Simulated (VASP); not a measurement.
# Cu in VASP: a series of runs

Cu is run at these levels: PBEsol; tasks: single point.

Everything below comes from runs of VASP 6.6.1. Logs are shortened: lines on timing, memory, paths and dates and some standing lists are left out, and cuts for length are marked.

### Step 1. The cell of the first run

The cell holds a slab with vacuum, 19 atoms: a = 10.830 Å, b = 5.105 Å, c = 15.553 Å, α = 90.00°, β = 90.00°, γ = 90.00°.

### Step 2. Single point, PBEsol

File INCAR:

```
  PREC = Accurate
  ENCUT = 520
  EDIFF = 1E-6
  ISMEAR = -1
  SIGMA = 0.05
  LREAL = Auto
  LASPH = T
  NELM = 100
  ALGO = Normal
  ISIF = 2
  LWAVE = F
  LCHARG = T
  GGA = PS
  LELF = T
  LVHAR = T
  NBANDS = 120
```

File KPOINTS:

```
Automatic mesh
0
Gamma
  1 2 1
```

File POSCAR:

```
Cu
1.0
   10.8300000000      0.0000000000      0.0000000000
    0.0000000000      5.1053110000      0.0000000000
    0.0000000000      0.0000000000     15.5526550000
Cu
19
Direct
    0.0000000000      0.0000000000      0.0642977035
    0.3333333333      0.0000000000      0.0642977035
    0.6666666667      0.0000000000      0.0642977035
    0.0000000000      0.5000087164      0.0642977035
    0.3333333333      0.5000087164      0.0642977035
    0.6666666667      0.5000087164      0.0642977035
    0.1723453370      0.2236690380      0.1479490158
    0.5080794090      0.2018290365      0.1272773041
    0.8438504155      0.2207309212      0.1347744163
    0.1557987073      0.7220324090      0.1326976005
    0.5083656510      0.6918873307      0.1476339570
    0.8236195753      0.7530393349      0.1381629053
   -0.0053831948     -0.0293224056      0.2135648222
    0.3444875346     -0.0894558627      0.2205539826
    0.6384856879     -0.0463830705      0.2414250171
   -0.0138134811      0.4906850924      0.2094433394
    0.3501385042      0.4083786473      0.2278260529
    0.6894921514      0.4816161053      0.2256077821
    0.8421791320      0.7153139153      0.2929081883
```

Potentials or basis: VASP PAW PBE potentials, release 64 (Cu).

Started as:

```bash
cat potpaw_PBE.64/Cu/POTCAR > POTCAR
mpirun -np 1 vasp_std > vasp.out
```

OUTCAR:

```text
PREC = Accurate
   ENCUT = 520
   EDIFF = 1E-6
   ISMEAR = -1
   LREAL = Auto
   LASPH = T
   NELM = 100
   ISIF = 2
   GGA = PS

 ion  position               nearest neighbor table
   1  0.000  0.000  0.064-   9 2.31  13 2.33  10 2.45   7 2.55   4 2.55   4 2.55  12 2.56
   2  0.333  0.000  0.064-   8 2.37   7 2.46  14 2.48   5 2.55   5 2.55  10 2.62  11 2.78
   3  0.667  0.000  0.064-   8 2.23  12 2.41   9 2.48   6 2.55   6 2.55  11 2.66  15 2.78
   4  0.000  0.500  0.064-  16 2.26  10 2.29   9 2.47   1 2.55   1 2.55  12 2.58   7 2.68
   5  0.333  0.500  0.064-  10 2.47  11 2.50   2 2.55   2 2.55  17 2.59   7 2.59   8 2.62
   6  0.667  0.500  0.064-  11 2.36  12 2.42   8 2.50  18 2.52   3 2.55   3 2.55   9 2.63
   7  0.172  0.224  0.148-   2 2.46  17 2.48  13 2.53   1 2.55  10 2.56  10 2.58   5 2.59  16 2.61
                             4 2.68  14 2.70
   8  0.508  0.202  0.127-   3 2.23   2 2.37   6 2.50  11 2.52  17 2.55  15 2.60   5 2.62  11 2.62
                            14 2.73
   9  0.844  0.221  0.135-   1 2.31  16 2.37  12 2.40  13 2.41   4 2.47   3 2.48  18 2.56   6 2.63
                            12 2.73
  10  0.156  0.722  0.133-   4 2.29   1 2.45   5 2.47  16 2.49  13 2.50   7 2.56   7 2.58   2 2.62
                            14 2.64
  11  0.508  0.692  0.148-   6 2.36  14 2.38  15 2.43   5 2.50   8 2.52  18 2.54  17 2.57   8 2.62
                             3 2.66   2 2.78
  12  0.824  0.753  0.138-   9 2.40   3 2.41  19 2.42   6 2.42  18 2.42  13 2.46  16 2.47   1 2.56
                             4 2.58   9 2.73  15 2.77
  13  0.995  0.971  0.214-   1 2.33   9 2.41  19 2.44  16 2.45  12 2.46  10 2.50   7 2.53  16 2.66

  14  0.344  0.911  0.221-  11 2.38   2 2.48  17 2.54  17 2.57  10 2.64   7 2.70   8 2.73
  15  0.638  0.954  0.241-  11 2.43  18 2.48   8 2.60  19 2.64  18 2.76  12 2.77   3 2.78
  16  0.986  0.491  0.209-   4 2.26  19 2.33   9 2.37  13 2.45  12 2.47  10 2.49   7 2.61  13 2.66

  17  0.350  0.408  0.228-   7 2.48  14 2.54   8 2.55  11 2.57  14 2.57   5 2.59
  18  0.689  0.482  0.226-  19 2.29  12 2.42  15 2.48   6 2.52  11 2.54   9 2.56  15 2.76
  19  0.842  0.715  0.293-  18 2.29  16 2.33  12 2.42  13 2.44  15 2.64

  LATTYP: Found a simple orthorhombic cell.
 ALAT       =     5.1053110000
 B/A-ratio  =     2.1213203270
 C/A-ratio  =     3.0463677923

  Lattice vectors:

 A1 = (   0.0000000000,  -5.1053110000,   0.0000000000)
 A2 = (  10.8300000000,   0.0000000000,   0.0000000000)
 A3 = (   0.0000000000,   0.0000000000,  15.5526550000)

Analysis of symmetry for initial positions (statically):
=====================================================================
 Subroutine PRICEL returns:
 Original cell was already a primitive cell.

 Routine SETGRP: Setting up the symmetry group for a
 simple orthorhombic supercell.

 Subroutine GETGRP returns: Found  1 space group operations
 (whereof  1 operations were pure point group operations)
 out of a pool of  8 trial point group operations.

The static configuration has the point symmetry C_1 .

Analysis of symmetry for dynamics (positions and initial velocities):
=====================================================================
 Subroutine PRICEL returns:
 Original cell was already a primitive cell.

 Routine SETGRP: Setting up the symmetry group for a
 simple orthorhombic supercell.

 Subroutine GETGRP returns: Found  1 space group operations
 (whereof  1 operations were pure point group operations)
 out of a pool of  8 trial point group operations.

The dynamic configuration has the point symmetry C_1 .

 Subroutine INISYM returns: Found  1 space group operations
 (whereof  1 operations are pure point group operations),
 and found     1 'primitive' translations

----------------------------------------------------------------------------------------

                                     Primitive cell

  volume of cell :     859.9144

  direct lattice vectors                    reciprocal lattice vectors
    10.830000000  0.000000000  0.000000000     0.092336103  0.000000000  0.000000000
     0.000000000  5.105311000  0.000000000     0.000000000  0.195874453  0.000000000
     0.000000000  0.000000000 15.552655000     0.000000000  0.000000000  0.064297704

  length of vectors
    10.830000000  5.105311000 15.552655000     0.092336103  0.195874453  0.064297704

  position of ions in fractional coordinates (direct lattice)
     0.000000000  0.000000000  0.064297704
     0.333333333  0.000000000  0.064297704
     0.666666667  0.000000000  0.064297704
     0.000000000  0.500008716  0.064297704
     0.333333333  0.500008716  0.064297704
     0.666666667  0.500008716  0.064297704
[... 11 lines left out ...]
     0.689492151  0.481616105  0.225607782
     0.842179132  0.715313915  0.292908188

  ion indices of the primitive-cell ions
   primitive index   ion index
                 1           1
                 2           2
                 3           3
[... 51 lines left out ...]
   LSORBIT =      F    spin-orbit coupling
   LASPH  =      T    aspherical Exc in radial PAW
   ENCUT  =  520.0 eV  38.22 Ry    6.18 a.u.  20.14  9.49 28.92*2*pi/ulx,y,z
   NELM   =    100;   NELMIN=  2; NELMDL= -5     # of ELM steps
   EDIFF  = 0.1E-05   stopping-criterion for ELM
   LREAL  =      T    real-space projection
   EDIFFG = 0.1E-04   stopping-criterion for IOM
   NSW    =      0    number of steps for IOM
   IBRION =     -1    ionic relax: 0-MD 1-quasi-New 2-CG
   NFREE  =      0    steps in history (QN), initial steepest desc. (CG)
   ISIF   =      2    stress and relaxation
   ISYM   =      2    0-nonsym 1-usesym 2-fastsym
   POTIM  = 0.5000    time-step for ionic-motion
   TEBEG  =    0.0;   TEEND  =   0.0 temperature during run
   PSTRESS=    0.0 pullay stress
   NELECT =     209.0000    total number of electrons
   NUPDOWN=      -1.0000    fix difference up-down
   EMIN   =  10.00;   EMAX   =-10.00  energy-range for DOS
   EFERMI =   0.00;   METHOD = LEGACY
   ISMEAR =    -1;   SIGMA  =   0.05  broadening in eV -4-tet -1-fermi 0-gaus
   EFERMI_NEDOS =   21; number of points for ismear=-14 and -15
   IALGO  =     38    algorithm
   IMIX   =      4    mixing-type and parameters
     AMIX     =   0.40;   BMIX     =  1.00
     AMIX_MAG =   1.60;   BMIX_MAG =  1.00
  volume/ion in A,a.u.               =      45.26       305.42
  Fermi-wavevector in a.u.,A,eV,Ry     =   1.021657  1.930652 14.201535  1.043783
  Thomas-Fermi vector in A             =   2.155294
   LORBIT       =      0    0 simple, 1 ext, 2 COOP (PROOUT), +10 PAW based schemes
   GGA     = PS    functional components
   LHFCALC =     F    Hartree Fock is set to
   AEXX    =    0.0000 exact exchange contribution
   IVDW    =     0    specifies the selected vdW correction
   LEPSILON=     F    determine dielectric tensor
   LRPA    =     F    only Hartree local field effects (RPA)
 non-spin polarized calculation
  energy-cutoff  :      520.00
  volume of cell :      859.91
 maximum number of plane-waves:     23191
 NGX is ok and might be reduce to    84
   NGX = 41   NGY = 19   NGZ = 57

 number of electron     208.9999950 magnetization

 Free energy of the ion-electron system (eV)
  ---------------------------------------------------
  ext. energy  EPLUGINS =         0.00000000
  ---------------------------------------------------
  free energy    TOTEN  =       -65.95393750 eV

  energy without entropy =      -65.84137539  energy(sigma->0) =      -65.89765645

 E-fermi :  -1.1238     XC(G=0):  -4.6093

 val. band max:       -1.1772767985   @ k =   0.0000   0.5000   0.0000
 cond. band min:      -1.0656262131   @ k =   0.0000   0.0000   0.0000
 fundamental gap:      0.1116505855
 Fermi energy:        -1.1237597716

 k-point     1 :       0.0000    0.0000    0.0000
  band No.  band energies     occupation
      1      -9.2341      2.00000
      2      -8.0557      2.00000
      3      -7.8203      2.00000
      4      -6.2163      2.00000
      5      -6.0636      2.00000
      6      -6.0114      2.00000
[... 108 lines left out ...]
    115       1.2404      0.00000
    116       1.9386      0.00000

 k-point     2 :       0.0000    0.5000    0.0000
  band No.  band energies     occupation
      1      -8.0098      2.00000
      2      -7.7386      2.00000
      3      -6.8853      2.00000
      4      -6.8321      2.00000
      5      -6.7318      2.00000
      6      -6.5085      2.00000
[... 108 lines left out ...]
    115       1.8612      0.00000
    116       2.1175      0.00000
 [bands above 116 left out]

------------------------ aborting loop because EDIFF is reached ----------------------------------------

  FORCE on cell =-STRESS in cart. coord.  units (eV):
  Direction    XX          YY          ZZ          XY          YZ          ZX
  --------------------------------------------------------------------------------------
  -------------------------------------------------------------------------------------
  Total       -8.5260503    -18.3294041      0.3280551     -0.0085210      3.0739880     -0.6535388
  in kB      -15.8855872    -34.1510241      0.6112266     -0.0158762      5.7274005     -1.2176620
  external PRESSURE =     -16.4751282 kB  Pullay stress =       0.0000000 kB

 VOLUME and BASIS-vectors are now :
 -----------------------------------------------------------------------------
  energy-cutoff  :      520.00
  volume of cell :      859.91
      direct lattice vectors                 reciprocal lattice vectors
    10.830000000  0.000000000  0.000000000     0.092336103  0.000000000  0.000000000
     0.000000000  5.105311000  0.000000000     0.000000000  0.195874453  0.000000000
     0.000000000  0.000000000 15.552655000     0.000000000  0.000000000  0.064297704

 POSITION                                       TOTAL-FORCE (eV/Angst)
 -----------------------------------------------------------------------------------
      0.00000      0.00000      1.00000         0.435182     -0.287028     -0.594773
      3.61000      0.00000      1.00000        -0.220421     -0.519128      0.123130
      7.22000      0.00000      1.00000         0.535914     -0.562657     -0.073002
      0.00000      2.55270      1.00000        -0.284354     -0.149374     -0.889999
      3.61000      2.55270      1.00000         0.054253      0.088899      0.464605
      7.22000      2.55270      1.00000         0.268402     -0.226873      0.047007
[... 11 lines left out ...]
      7.46720      2.45880      3.50880        -0.818066     -0.621266     -0.410770
      9.12080      3.65190      4.55550        -0.127595      0.662840      0.166169
 -----------------------------------------------------------------------------------
    total drift:                                0.001403     -0.003006      0.002691

  FREE ENERGIE OF THE ION-ELECTRON SYSTEM (eV)
  ---------------------------------------------------
  free  energy   TOTEN  =       -65.9539375044 eV

  energy  without entropy=      -65.8413753860  energy(sigma->0) =      -65.89765645
```

Wall time 6 min (1 thread of Intel Xeon 6975P-C (Granite Rapids), shared host); peak memory 0.82 GiB.

Results:

- Free energy: -65.9539 eV
- Largest force: 1.467 eV/Å
- Band gap on the k mesh: zero (an odd number of electrons rules out a gap without spin polarisation)

Forces on the atoms (eV/Å):
```
Cu   0.435 -0.287 -0.595
Cu  -0.220 -0.519  0.123
Cu   0.536 -0.563 -0.073
Cu  -0.284 -0.149 -0.890
Cu   0.054  0.089  0.465
Cu   0.268 -0.227  0.047
Cu  -0.174  0.000 -0.061
Cu  -0.682  0.590  1.020
Cu  -1.342  0.591  0.019
Cu   1.154  0.328  0.325
Cu  -0.224  0.176 -0.139
Cu   0.137 -0.435 -0.240
Cu   0.380  0.112  0.729
Cu  -0.147  0.133 -0.254
Cu   0.389  0.065 -0.524
Cu   0.589 -0.255  0.910
Cu   0.078  0.310 -0.618
Cu  -0.818 -0.621 -0.411
Cu  -0.128  0.663  0.166
```

Caveat: the k points lie up to 0.62 Å⁻¹ apart, too coarse for converged energies and pressures of a metal; the PAW data sets were made with another functional, which shifts forces and pressure a little.

### Step 3. Single point, PBEsol

File INCAR:

```
SYSTEM = Cu
ALGO     = Normal         ! electronic algorithm
EDIFF    = 1E-6           ! SCF threshold, eV
ENCUT    = 520            ! plane-wave cutoff, eV
GGA      = PS             ! functional
ISIF     = 2              ! what is computed and relaxed
ISMEAR   = -1             ! smearing method
LASPH    = .True.         ! aspherical terms in the spheres
LCHARG   = .False.        ! write CHGCAR
LREAL    = Auto         
LWAVE    = .False.        ! write WAVECAR
NBANDS   = 120            ! bands
NELM     = 80             ! most SCF steps
PREC     = Accurate       ! precision mode
SIGMA    = 0.05           ! smearing width, eV
```

File KPOINTS:

```
k-points
0
Gamma
  1 2 1
  0 0 0
```

File POSCAR:

```
Cu
1.0
   10.8300000000      0.0000000000      0.0000000000
    0.0000000000      5.1053110000      0.0000000000
    0.0000000000      0.0000000000     15.5526550000
Cu
19
Direct
    0.0000000000      0.0000000000      0.0642977035
    0.3333333333      0.0000000000      0.0642977035
    0.6666666667      0.0000000000      0.0642977035
    0.0000000000      0.5000087164      0.0642977035
    0.3333333333      0.5000087164      0.0642977035
    0.6666666667      0.5000087164      0.0642977035
    0.1666204986      0.2844097059      0.1433002918
    0.4724192059      0.2307596932      0.1593104200
    0.8186241921      0.2934982805      0.1745168269
    0.1694090489      0.7647134523      0.1498650873
    0.4587442290      0.7278302928      0.1554911364
    0.8214219760      0.7678866185      0.1521926642
   -0.0106094183     -0.0559221564      0.2402290799
    0.3109602955     -0.0090689872      0.2390074235
    0.6521975993      0.0515149812      0.2284368810
    0.0424930748      0.5207322336      0.2239103227
    0.3015881810      0.4778553158      0.2489607080
    0.6572945522      0.5873295476      0.2223414587
    0.8531301939      0.6125973521      0.2954608072
```

Potentials or basis: VASP PAW PBE potentials, release 64 (Cu).

Started as:

```bash
cat potpaw_PBE.64/Cu/POTCAR > POTCAR
mpirun -np 1 vasp_std > vasp.out
```

It took 7.5 min on 1 thread of Intel Xeon 6975P-C (Granite Rapids), shared host; peak memory 0.79 GiB.

It converged, with:

```yaml
Free_energy: -64.9707 eV
Largest_force: 2.553 eV/Å
Band_gap_on_the_k_mesh: zero (an odd number of electrons rules out a gap without spin polarisation)
```

Forces in eV/Å, atoms in the order of the input:
```
Cu  -0.137  0.007  1.013
Cu  -0.367 -0.002  0.121
Cu  -0.226  0.001  0.823
Cu  -0.264  0.208  0.653
Cu  -0.446 -0.184 -0.235
Cu  -0.229  0.016  0.692
Cu   0.821 -1.661 -0.905
Cu   0.298  0.498 -0.131
Cu   0.949 -0.401 -0.588
Cu   0.780  0.892 -1.266
Cu   1.122  0.329  0.439
Cu   0.848  0.750 -0.917
Cu   0.112  1.428 -0.443
Cu   0.001  0.116 -0.127
Cu  -0.205 -0.066 -0.101
Cu  -1.655 -1.298  1.447
Cu   0.020  0.330 -0.535
Cu  -1.200 -0.900  0.244
Cu  -0.223 -0.064 -0.184
```

Levels at points of the mesh, in eV from the Fermi level:
```csv
k point,band 100,band 101,band 102,band 103,band 104,band 105,band 106,band 107,band 108,band 109
"(0.00, 0.00, 0.00)",-1.47,-1.38,-0.63,-0.57,0.05,0.07,0.16,0.63,0.68,0.76
"(0.00, 0.50, 0.00)",-1.61,-1.52,-1.33,-1.15,-0.40,-0.09,-0.02,0.19,0.62,0.75
```

Caveat: the k points lie up to 0.62 Å⁻¹ apart, too coarse for converged energies and pressures of a metal; the atoms stand as in a frame of molecular dynamics; the PAW data sets were made with another functional, which shifts forces and pressure a little.

### Step 4. Single point, PBEsol

File INCAR:

```
ALGO = Normal
EDIFF = 1E-6
ENCUT = 520
GGA = PS
ISIF = 2
ISMEAR = -1
LASPH = T
LCHARG = F
LREAL = Auto
LWAVE = F
NBANDS = 120
NELM = 100
PREC = Accurate
SIGMA = 0.05
```

File KPOINTS:

```
k-points
0
Gamma
  1 2 1
```

File POSCAR:

```
Cu
1.0
   10.8300000000      0.0000000000      0.0000000000
    0.0000000000      5.1053110000      0.0000000000
    0.0000000000      0.0000000000     15.5526550000
Cu
19
Direct
    0.0000000000      0.0000000000      0.0642977035
    0.3333333333      0.0000000000      0.0642977035
    0.6666666667      0.0000000000      0.0642977035
    0.0000000000      0.5000087164      0.0642977035
    0.3333333333      0.5000087164      0.0642977035
    0.6666666667      0.5000087164      0.0642977035
    0.1698060942      0.2679366644      0.1060204833
    0.5101292705      0.2946343523      0.1548224403
    0.8651246537      0.2822550869      0.1549060273
    0.1706278855      0.7337652887      0.1175426318
    0.4875253924      0.7433435495      0.1295984512
    0.8448014774      0.7580537209      0.1451006275
    0.0303324100      0.0057195340      0.2190879949
    0.3063065559      0.0369419219      0.2050646658
    0.6752539243     -0.0483222276      0.2251641279
    0.0388180979      0.5503288634      0.2215827458
    0.3411449677      0.5010468510      0.2200396010
    0.6941551247      0.4665729473      0.2269130255
    0.8532594645      0.5927160951      0.2907927939
```

Started as:

```bash
cat potpaw_PBE.64/Cu/POTCAR > POTCAR
mpirun -np 1 vasp_std > vasp.out
```

It took 6.4 min on 1 thread of Intel Xeon 6975P-C (Granite Rapids), shared host; peak memory 0.79 GiB.

Results (log left out):

```
Free energy            : -65.1737 eV
Largest force          : 2.996 eV/Å
Band gap on the k mesh : zero (an odd number of electrons rules out a gap without spin polarisation)
```

Forces in eV/Å, atoms in the order of the input:
```
Cu  -0.308 -0.116 -0.150
Cu   0.721 -0.018 -1.503
Cu   0.065  0.033  0.852
Cu  -0.544  0.440 -0.748
Cu   1.305 -0.092 -1.028
Cu   0.312  0.152  0.549
Cu  -0.671 -0.745  1.051
Cu   0.063 -1.331 -0.352
Cu  -0.568 -0.791  0.213
Cu  -0.060  0.998  0.545
Cu   1.200  0.941  0.573
Cu  -0.180  0.421 -0.205
Cu   0.228  0.479 -0.096
Cu   0.029 -0.420  1.071
Cu  -0.007  0.120 -0.354
Cu   0.445 -1.064 -0.124
Cu  -0.820  0.593  0.042
Cu  -2.681 -0.571 -1.209
Cu   1.471  0.972  0.873
```

Levels at points of the mesh, in eV from the Fermi level:
```tsv
k point	band 101	band 102	band 103	band 104	band 105	band 106	band 107	band 108
(0.00, 0.00, 0.00)	-1.29	-0.75	-0.63	-0.06	0.04	0.26	0.48	0.55
(0.00, 0.50, 0.00)	-1.56	-1.26	-0.97	-0.25	-0.09	0.12	0.32	0.68
```

Caveat: the k points lie up to 0.62 Å⁻¹ apart, too coarse for converged energies and pressures of a metal; the atoms stand as in a frame of molecular dynamics; the PAW data sets were made with another functional, which shifts forces and pressure a little.

### Step 5. Summary

| cell | gap on the mesh (eV) | largest force (eV/Å) |
| --- | --- | --- |
| as given, atomic positions A | none | 1.47 |
| as given, atomic positions B | none | 2.55 |
| as given, atomic positions C | none | 3.00 |

Alike in all rows: task single point; level PBEsol; potentials or basis VASP PAW PBE potentials, release 64 (Cu); no spin polarisation; k mesh 1 × 2 × 1; cutoff (eV) 520; smearing fermi-dirac 0.05 eV.

Caveats: all runs use coarse meshes; the PAW data sets were made with another functional, which shifts forces and pressure a little; the atoms stand as in a frame of molecular dynamics (at least some runs).

Absolute energies hang on the potentials; compare differences alone.
